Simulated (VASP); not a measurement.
# MgO: single point with PBEsol

MgO:

```
Mg O
1.0
     3.30347    0.00000    0.00000
    -1.65173    2.86089    0.00000
     0.00000    0.00000   10.03878
Mg O
4 4
Direct
  0.33333 0.66667 0.99612
  0.33333 0.66667 0.50754
  0.66667 0.33333 0.24964
  0.66667 0.33333 0.75402
  0.33333 0.66667 0.19528
  0.33333 0.66667 0.70566
  0.66667 0.33333 0.45286
  0.66667 0.33333 0.94809
```

This cell differs from its parent crystal: atoms displaced along a vibrational mode.

```
Program             : VASP 6.6.1
Task                : single point
Functional          : PBEsol
Potentials or basis : VASP PAW PBE potentials, release 64 (Mg, O)
Cutoff              : 600 eV
k mesh              : 9 × 9 × 4
Occupations         : gaussian, width 0.05 eV
Spin                : no spin polarisation
```

```json
{
  "Pressure": "-0.4 GPa",
  "Largest force": "0.333 eV/Å",
  "Band gap on the k mesh": "3.34 eV"
}
```

Forces on the atoms (eV/Å):
```
Mg   0.000  0.000  0.327
Mg   0.000  0.000 -0.333
Mg   0.000  0.000  0.084
Mg   0.000  0.000 -0.172
O    0.000  0.000  0.201
O    0.000  0.000 -0.195
O    0.000  0.000 -0.048
O    0.000  0.000  0.137
```

Stress tensor (GPa, compression positive):
```
-0.43  0.00  0.00
 0.00 -0.43  0.00
 0.00  0.00 -0.28
```

Levels at points of the mesh, in eV from the valence-band top:
```tsv
k point	band 13	band 14	band 15	band 16	band 17	band 18	band 19	band 20
(0.00, 0.00, 0.00)	-0.53	-0.33	-0.33	0.00	3.34	5.85	5.87	8.39
(0.00, 0.00, 0.50)	-0.50	-0.50	-0.34	-0.34	4.14	4.35	7.42	7.48
```

Run time: 3.4 min on 1 thread of Intel Xeon 8259CL (shared host), peak memory 0.3 GiB.

Caveat: the cell differs from its parent crystal (atoms displaced along a vibrational mode); the PAW data sets were made with another functional, which shifts forces and pressure a little; an odd mesh through Γ misses points on the zone boundary, where band edges can lie.
